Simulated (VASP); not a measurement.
# FeCo (Pm-3m) in VASP: single point with PBE

Aim: the single point of FeCo with PBE.

Everything below comes from runs of VASP 6.6.1. Logs are shortened: lines on timing, memory, paths and dates and some standing lists are left out, and cuts for length are marked.

## Step 1: The cell of the first run

It takes space group Pm-3m (No. 221, cubic). The conventional cell has a = 2.857 Å, b = 2.857 Å, c = 2.857 Å, α = 90.00°, β = 90.00°, γ = 90.00°. Fe (site symmetry m-3m) has 8 Co at 2.47 Å and 6 Fe at 2.86 Å within 3.3 Å. Co (site symmetry m-3m) has 8 Fe at 2.47 Å and 6 Co at 2.86 Å within 3.3 Å.

## Step 2: Single point, PBE, non-collinear spin, typed start, spin-orbit coupling

File INCAR:

```
SYSTEM = FeCo
  PREC = Accurate
  ENCUT = 600
  EDIFF = 1E-6
  ISMEAR = -1
  SIGMA = 0.05
  LREAL = .False.
  LASPH = .True.
  NELM = 200
  ALGO = Normal
  ISIF = 2
  LWAVE = .False.
  LCHARG = .False.
  MAGMOM = 0 0 3 0 0 2
  LORBIT = 11
  LSORBIT = .True.
  GGA_COMPAT = .False.
  LORBMOM = .True.
  LMAXMIX = 4
  GGA = PE
  NBANDS = 29
```

File KPOINTS:

```
regular mesh
0
Gamma
  13 13 13
  0 0 0
```

File POSCAR:

```
FeCo
1.0
    2.8570000000      0.0000000000      0.0000000000
    0.0000000000      2.8570000000      0.0000000000
    0.0000000000      0.0000000000      2.8570000000
Fe Co
1 1
Direct
    0.5000000000      0.5000000000      0.5000000000
    0.0000000000      0.0000000000      0.0000000000
```

Potentials or basis: VASP PAW PBE potentials, release 64 (Fe, Co).

Run with:

```console
> cat potpaw_PBE.64/Fe/POTCAR potpaw_PBE.64/Co/POTCAR > POTCAR
> mpirun -np 1 vasp_ncl > vasp.out
```

OUTCAR:

```text
SYSTEM = FeCo
   PREC = Accurate
   ENCUT = 600
   EDIFF = 1E-6
   ISMEAR = -1
   LREAL = .False.
   LASPH = .True.
   NELM = 200
   ISIF = 2
   LORBIT = 11
   LSORBIT = .True.
   GGA = PE

 ion  position               nearest neighbor table
   1  0.500  0.500  0.500-   2 2.47   2 2.47   2 2.47   2 2.47   2 2.47   2 2.47   2 2.47   2 2.47

   2  0.000  0.000  0.000-   1 2.47   1 2.47   1 2.47   1 2.47   1 2.47   1 2.47   1 2.47   1 2.47

  LATTYP: Found a simple cubic cell.
 ALAT       =     2.8570000000

  Lattice vectors:

 A1 = (   2.8570000000,   0.0000000000,   0.0000000000)
 A2 = (   0.0000000000,   2.8570000000,   0.0000000000)
 A3 = (   0.0000000000,   0.0000000000,   2.8570000000)

Analysis of symmetry for initial positions (statically):
=====================================================================
 Subroutine PRICEL returns:
 Original cell was already a primitive cell.

 Routine SETGRP: Setting up the symmetry group for a
 simple cubic supercell.

 Subroutine GETGRP returns: Found 48 space group operations
 (whereof 48 operations were pure point group operations)
 out of a pool of 48 trial point group operations.

The static configuration has the point symmetry O_h .

Analysis of symmetry for dynamics (positions and initial velocities):
=====================================================================
 Subroutine PRICEL returns:
 Original cell was already a primitive cell.

 Routine SETGRP: Setting up the symmetry group for a
 simple cubic supercell.

 Subroutine GETGRP returns: Found 48 space group operations
 (whereof 48 operations were pure point group operations)
 out of a pool of 48 trial point group operations.

The dynamic configuration has the point symmetry O_h .

Analysis of structural, dynamic, and magnetic symmetry:
=====================================================================
 Subroutine PRICEL returns:
 Original cell was already a primitive cell.

 Routine SETGRP: Setting up the symmetry group for a
 simple cubic supercell.

 Subroutine GETGRP returns: Found  8 space group operations
 (whereof  8 operations were pure point group operations)
 out of a pool of 48 trial point group operations.

The overall configuration has the point symmetry C_4h.

 Subroutine INISYM returns: Found  8 space group operations
 (whereof  8 operations are pure point group operations),
 and found     1 'primitive' translations

----------------------------------------------------------------------------------------

                                     Primitive cell

  volume of cell :      23.3201

  direct lattice vectors                    reciprocal lattice vectors
     2.857000000  0.000000000  0.000000000     0.350017501  0.000000000  0.000000000
     0.000000000  2.857000000  0.000000000     0.000000000  0.350017501  0.000000000
     0.000000000  0.000000000  2.857000000     0.000000000  0.000000000  0.350017501

  length of vectors
     2.857000000  2.857000000  2.857000000     0.350017501  0.350017501  0.350017501

  position of ions in fractional coordinates (direct lattice)
     0.500000000  0.500000000  0.500000000
     0.000000000  0.000000000  0.000000000

  ion indices of the primitive-cell ions
   primitive index   ion index
                 1           1
                 2           2

----------------------------------------------------------------------------------------

 KPOINTS: regular mesh

Automatic generation of k-mesh.
 Grid dimensions read from file:
 generate k-points for:   13   13   13

 Generating k-lattice:

  Cartesian coordinates                     Fractional coordinates (reciprocal lattice)
     0.026924423  0.000000000  0.000000000     0.076923077  0.000000000  0.000000000
     0.000000000  0.026924423  0.000000000     0.000000000  0.076923077  0.000000000
     0.000000000  0.000000000  0.026924423     0.000000000  0.000000000  0.076923077

  Length of vectors
     0.026924423  0.026924423  0.026924423

  Shift w.r.t. Gamma in fractional coordinates (k-lattice)
     0.000000000  0.000000000  0.000000000

 Subroutine IBZKPT returns following result:
 ===========================================

 Found    301 irreducible k-points:

 Following reciprocal coordinates:
            Coordinates               Weight
  0.000000  0.000000  0.000000      1.000000
  0.076923  0.000000  0.000000      4.000000
  0.000000  0.000000  0.076923      2.000000
  0.153846  0.000000  0.000000      4.000000
  0.000000  0.000000  0.153846      2.000000
[... 43 lines left out ...]
   NFREE  =      0    steps in history (QN), initial steepest desc. (CG)
   ISIF   =      2    stress and relaxation
   ISYM   =      2    0-nonsym 1-usesym 2-fastsym
   POTIM  = 0.5000    time-step for ionic-motion
   TEBEG  =    0.0;   TEEND  =   0.0 temperature during run
   PSTRESS=    0.0 pullay stress
   NELECT =      17.0000    total number of electrons
   NUPDOWN=      -1.0000    fix difference up-down
   EMIN   =  10.00;   EMAX   =-10.00  energy-range for DOS
   EFERMI =   0.00;   METHOD = LEGACY
   ISMEAR =    -1;   SIGMA  =   0.05  broadening in eV -4-tet -1-fermi 0-gaus
   EFERMI_NEDOS =   21; number of points for ismear=-14 and -15
   IALGO  =     38    algorithm
   IMIX   =      4    mixing-type and parameters
     AMIX     =   0.40;   BMIX     =  1.00
     AMIX_MAG =   1.60;   BMIX_MAG =  1.00
  volume/ion in A,a.u.               =      11.66        78.69
  Fermi-wavevector in a.u.,A,eV,Ry     =   1.473378  2.784281 29.536115  2.170843
  Thomas-Fermi vector in A             =   2.588279
   LORBIT       =     11    0 simple, 1 ext, 2 COOP (PROOUT), +10 PAW based schemes
   GGA     = PE    functional components
   LHFCALC =     F    Hartree Fock is set to
   AEXX    =    0.0000 exact exchange contribution
   IVDW    =     0    specifies the selected vdW correction
   LEPSILON=     F    determine dielectric tensor
   LRPA    =     F    only Hartree local field effects (RPA)
  energy-cutoff  :      600.00
  volume of cell :       23.32
 maximum number of plane-waves:      1600
 NGX is ok and might be reduce to    24
   NGX = 11   NGY = 11   NGZ = 11

 number of electron      16.9999996 magnetization       0.0000000      0.0000000      4.5229611

 number of electron      16.9999996 magnetization      -0.0000000     -0.0000000      4.5229403

 number of electron      16.9999996 magnetization       0.0000000     -0.0000000      4.5229433

 Free energy of the ion-electron system (eV)
  ---------------------------------------------------
  ext. energy  EPLUGINS =         0.00000000
  ---------------------------------------------------
  free energy    TOTEN  =       -15.41879625 eV

  energy without entropy =      -15.40663969  energy(sigma->0) =      -15.41271797

 E-fermi :   7.9575     XC(G=0): -12.9740

 val. band max:        7.9569742347   @ k =   0.3846   0.2308   0.0000
 cond. band min:       7.9576196158   @ k =   0.0000   0.3846   0.2308
 fundamental gap:      0.0006453811
 Fermi energy:         7.9574749523

 k-point     1 :       0.0000    0.0000    0.0000
  band No.  band energies     occupation
      1      -1.0055      1.00000
      2      -0.8516      1.00000
      3       2.6017      1.00000
      4       2.6036      1.00000
      5       4.5080      1.00000
      6       4.5114      1.00000
[... 757 lines left out ...]
     28      20.6262      0.00000
     29      23.6905      0.00000

 [... further k-points ...]

------------------------ aborting loop because EDIFF is reached ----------------------------------------

  FORCE on cell =-STRESS in cart. coord.  units (eV):
  Direction    XX          YY          ZZ          XY          YZ          ZX
  --------------------------------------------------------------------------------------
  -------------------------------------------------------------------------------------
  Total       -0.4257674     -0.4257674     -0.4202193      0.0000001     -0.0000000      0.0000000
  in kB      -29.2517787    -29.2517787    -28.8706018      0.0000070     -0.0000000      0.0000000
  external PRESSURE =     -29.1247197 kB  Pullay stress =       0.0000000 kB

 VOLUME and BASIS-vectors are now :
 -----------------------------------------------------------------------------
  energy-cutoff  :      600.00
  volume of cell :       23.32
      direct lattice vectors                 reciprocal lattice vectors
     2.857000000  0.000000000  0.000000000     0.350017501  0.000000000  0.000000000
     0.000000000  2.857000000  0.000000000     0.000000000  0.350017501  0.000000000
     0.000000000  0.000000000  2.857000000     0.000000000  0.000000000  0.350017501

 POSITION                                       TOTAL-FORCE (eV/Angst)
 -----------------------------------------------------------------------------------
      1.42850      1.42850      1.42850         0.000000      0.000000      0.000000
      0.00000      0.00000      0.00000         0.000000      0.000000      0.000000
 -----------------------------------------------------------------------------------
    total drift:                                0.000000     -0.000000     -0.000000

  FREE ENERGIE OF THE ION-ELECTRON SYSTEM (eV)
  ---------------------------------------------------
  free  energy   TOTEN  =       -15.4187962508 eV

  energy  without entropy=      -15.4066396900  energy(sigma->0) =      -15.41271797

 orbital moment (x)

 # of ion     p       d       tot
 ----------------------------------------
  1         0.000  -0.000  -0.000
  2         0.000  -0.000  -0.000
 ----------------------------------------
            0.000  -0.000  -0.000

 orbital moment (y)

 # of ion     p       d       tot
 ----------------------------------------
  1         0.000  -0.000  -0.000
  2        -0.000  -0.000  -0.000
 ----------------------------------------
           -0.000  -0.000  -0.000

 orbital moment (z)

 # of ion     p       d       tot
 ----------------------------------------
  1         0.001   0.060   0.060
  2         0.000   0.070   0.071
 ----------------------------------------
            0.001   0.130   0.131

 Spin-Orbit-Coupling matrix elements

 Ion:    1  E_soc:     -0.0114815
 l=   1
     0.0000000    -0.0003086    -0.0003060
    -0.0003086     0.0000000    -0.0003086
    -0.0003060    -0.0003086     0.0000000
 l=   2
     0.0000000    -0.0002880     0.0000000    -0.0002880    -0.0010589
    -0.0002880     0.0000000    -0.0010556    -0.0003634    -0.0003540
     0.0000000    -0.0010556     0.0000000    -0.0010556     0.0000000
    -0.0002880    -0.0003634    -0.0010556     0.0000000    -0.0003540
    -0.0010589    -0.0003540     0.0000000    -0.0003540     0.0000000
 l=   3
     0.0000000     0.0000000     0.0000000     0.0000000     0.0000000     0.0000000     0.0000000
     0.0000000     0.0000000     0.0000000     0.0000000     0.0000000     0.0000000     0.0000000
     0.0000000     0.0000000     0.0000000     0.0000000     0.0000000     0.0000000     0.0000000
     0.0000000     0.0000000     0.0000000     0.0000000     0.0000000     0.0000000     0.0000000
     0.0000000     0.0000000     0.0000000     0.0000000     0.0000000     0.0000000     0.0000000
     0.0000000     0.0000000     0.0000000     0.0000000     0.0000000     0.0000000     0.0000000
     0.0000000     0.0000000     0.0000000     0.0000000     0.0000000     0.0000000     0.0000000

 Ion:    2  E_soc:     -0.0148709
 l=   1
     0.0000000    -0.0003400    -0.0003190
    -0.0003400     0.0000000    -0.0003400
    -0.0003190    -0.0003400     0.0000000
 l=   2
     0.0000000    -0.0002771     0.0000000    -0.0002771    -0.0017913
    -0.0002771     0.0000000    -0.0013768    -0.0004153    -0.0004610
     0.0000000    -0.0013768     0.0000000    -0.0013768     0.0000000
    -0.0002771    -0.0004153    -0.0013768     0.0000000    -0.0004610
    -0.0017913    -0.0004610     0.0000000    -0.0004610     0.0000000
 l=   3
     0.0000000     0.0000000     0.0000000     0.0000000     0.0000000     0.0000000     0.0000000
     0.0000000     0.0000000     0.0000000     0.0000000     0.0000000     0.0000000     0.0000000
     0.0000000     0.0000000     0.0000000     0.0000000     0.0000000     0.0000000     0.0000000
     0.0000000     0.0000000     0.0000000     0.0000000     0.0000000     0.0000000     0.0000000
     0.0000000     0.0000000     0.0000000     0.0000000     0.0000000     0.0000000     0.0000000
     0.0000000     0.0000000     0.0000000     0.0000000     0.0000000     0.0000000     0.0000000
     0.0000000     0.0000000     0.0000000     0.0000000     0.0000000     0.0000000     0.0000000

 total charge

# of ion       s       p       d       tot
------------------------------------------
    1        0.468   0.515   6.143   7.126
    2        0.478   0.499   7.235   8.212
--------------------------------------------------
tot          0.946   1.014  13.377  15.338

 magnetization (x)

# of ion       s       p       d       tot
------------------------------------------
    1       -0.000   0.000   0.000   0.000
    2        0.000   0.000   0.000   0.000
--------------------------------------------------
tot         -0.000   0.000   0.000   0.000

 magnetization (y)

# of ion       s       p       d       tot
------------------------------------------
    1        0.000   0.000   0.000   0.000
    2        0.000   0.000   0.000   0.000
--------------------------------------------------
tot          0.000   0.000   0.000   0.000

 magnetization (z)

# of ion       s       p       d       tot
------------------------------------------
    1        0.002  -0.044   2.829   2.787
    2       -0.011  -0.055   1.826   1.761
--------------------------------------------------
tot         -0.009  -0.099   4.656   4.547
```

Run time: 19 min. Hardware: 1 thread of Intel Xeon Platinum 8259CL at 2.50GHz (Skylake/Cascade Lake), shared host; peak memory 0.5 GiB.

Results:

| Property | Result |
| --- | --- |
| Free energy | -15.4188 eV |
| Pressure | -2.9 GPa |
| Net moment | 4.52 μB per cell |
| Valence electrons inside the program's atomic spheres | Fe 7.13; Co 8.21 |

Moments on the atoms (μB; x, y, z):
```
Fe  0.00 0.00 2.79
Co  0.00 0.00 1.76
```
